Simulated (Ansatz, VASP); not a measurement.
One calculation of PbS, two programs

The input INCAR:

```
PREC = Accurate
ENCUT = 500
EDIFF = 1E-6
ISMEAR = -1
SIGMA = 0.1
LREAL = F
LASPH = T
NELM = 120
ALGO = Normal
ISIF = 2
LWAVE = F
LCHARG = T
GGA = PE
LELF = T
LVHAR = T
NBANDS = 28
GGA_COMPAT = F
```

The input KPOINTS:

```
regular mesh
0
Gamma
  4 4 2
```

The input POSCAR:

```
PbS
1.0
    2.9838607981     -2.9828938700      0.0000000000
    2.9838607981      2.9828938700      0.0000000000
   -1.0986781904      0.0000000000     11.1678408944
Pb S
2 2
Direct
    0.2263653800      0.2263653800      0.3722110100
    0.7736346200      0.7736346200      0.6277889900
    0.7295120500      0.7295120500      0.3897323800
    0.2704879500      0.2704879500      0.6102676200
```

Input for Ansatz:

```yaml
crystal:
  lattice:
    - [2.9838607981, -2.98289387, 0.0]
    - [2.9838607981, 2.98289387, 0.0]
    - [-1.0986781904, 0.0, 11.1678408944]
  atoms:
    - { symbol: Pb, position: [0.22636538, 0.22636538, 0.37221101] }
    - { symbol: Pb, position: [0.77363462, 0.77363462, 0.62778899] }
    - { symbol: S, position: [0.72951205, 0.72951205, 0.38973238] }
    - { symbol: S, position: [0.27048795, 0.27048795, 0.61026762] }
basis:
  ecutwfc: 420
kpoints:
  mp_grid: { grid: [4, 4, 2] }
hamiltonian:
  xc: pbe
scf:
  occupations: { method: fermi_dirac }
  max_iter: 72
output:
  forces: true
  stress: true
  eigenvalues: true
```

Alike in both runs: task single point; functional PBE; k mesh 4 × 4 × 2; no spin polarisation.

|  | VASP | Ansatz |
| --- | --- | --- |
| version | VASP 6.6.1 | Ansatz 0.2.0 |
| potentials or method | VASP PAW PBE potentials, release 64 (Pb_d, S), cutoff 500 eV | scalar-relativistic, plane waves, PAW |
| occupations | fermi-dirac, width 0.1 eV | fermi-dirac |
| valence electrons in the cell | 40 | 40 |

|  | VASP | Ansatz | Ansatz less VASP |
| --- | --- | --- | --- |
| gap on the k mesh at the Fermi level (eV) | 2.05 | 2.05 | +0.001 |
| least direct gap on the mesh (eV) | 2.06 | 2.06 | 0.000 |
| rms of the force components (eV/Å) | 0.070 | 0.072 | +0.0014 |

Atom by atom the forces differ by 0.003 eV/Å (rms over components).

Neither program's run includes spin-orbit coupling.
